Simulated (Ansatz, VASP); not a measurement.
BP in VASP and in Ansatz

```
B P
1.0
     0.00000    2.26900    2.26900
     2.26900    0.00000    2.26900
     2.26900    2.26900    0.00000
B P
1 1
Cartesian
  0.0000 0.0000 0.0000
  1.1345 1.1345 1.1345
```

Alike in both runs: task relaxation of cell and atoms; functional PBE; k mesh 10 × 10 × 10; no spin polarisation.

|  | VASP | Ansatz |
| --- | --- | --- |
| version | VASP 6.6.1 | Ansatz 0.2.0 |
| potentials or method | VASP PAW PBE potentials, release 64 (B, P) | plane waves, PAW |
| plane-wave cutoff (eV) | 500 | 420 |
| occupations | gaussian, width 0.01 eV | fixed |
| valence electrons in the cell | 8 | 8 |

|  | VASP | Ansatz | Ansatz less VASP |
| --- | --- | --- | --- |
| relaxed volume (Å³/atom) | 11.75 | 11.76 | +0.015 |
| relaxed cell length with the largest relative difference (Å) | 3.215 | 3.216 | +0.0014 |
